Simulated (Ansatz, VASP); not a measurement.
**Pd: VASP and Ansatz over several settings**

```
Pd
1.0
     0.00000    1.97211    1.97211
     1.97211    0.00000    1.97211
     1.97211    1.97211    0.00000
Pd
1
Direct
  0.00000 0.00000 0.00000
```

Single points on this cell with VASP 6.6.1 and Ansatz 0.2.0. Each row is one pair of runs. Alike in all rows: spin: off; smearing: fermi-dirac, width 0.05 eV.

```tsv
level	k mesh	VASP's potentials, cutoff	Ansatz's potentials, cutoff	gap on the k mesh at the Fermi level (eV), VASP	gap on the k mesh at the Fermi level (eV), Ansatz	pressure (GPa), VASP	pressure (GPa), Ansatz
r2SCAN+D4	12 × 12 × 12	VASP PAW PBE potentials, release 64 (Pd), 520 eV	Ansatz PAW, 500 eV	none	none	-5.9	-6.4
LDA	12 × 12 × 12	VASP PAW LDA potentials, release 64 (Pd), 520 eV	Ansatz PAW, 420 eV	none	none	-14.7	-14.9
PBE+D3(BJ)	12 × 12 × 12	VASP PAW PBE potentials, release 64 (Pd), 520 eV	Ansatz PAW, 420 eV	none	none	-7.6	-7.3
revPBE	12 × 12 × 12	VASP PAW PBE potentials, release 64 (Pd), 520 eV	Ansatz PAW, 420 eV	none	none	2.8	3.0
BLYP+D3(BJ)	12 × 12 × 12	VASP PAW PBE potentials, release 64 (Pd), 520 eV	Ansatz PAW, 420 eV	none	none	-5.8	-6.2
r2SCAN+rVV10	12 × 12 × 12	VASP PAW PBE potentials, release 64 (Pd_sv_GW), 590 eV	Ansatz PAW, 500 eV	none	none	-8.5	-7.5
BHLYP	6 × 6 × 6	VASP PAW PBE potentials, release 64 (Pd), 520 eV	Ansatz PAW, 420 eV	none	none	0.4	-0.3
LDA	12 × 12 × 12	VASP PAW LDA potentials, release 64 (Pd), 500 eV	Ansatz PAW, 420 eV	none	none	-14.6	-14.9
```

Pressure (GPa): the two programs differ by at most 1.03.

VASP's potentials hold 10 valence electrons a cell and Ansatz's 18 in some rows, so a difference there can come from the potentials and not from the codes.

A gap of «none» marks a metal or a gap that the smearing closes.

The k mesh is coarse in some rows, so the values compare programs but aren't converged.
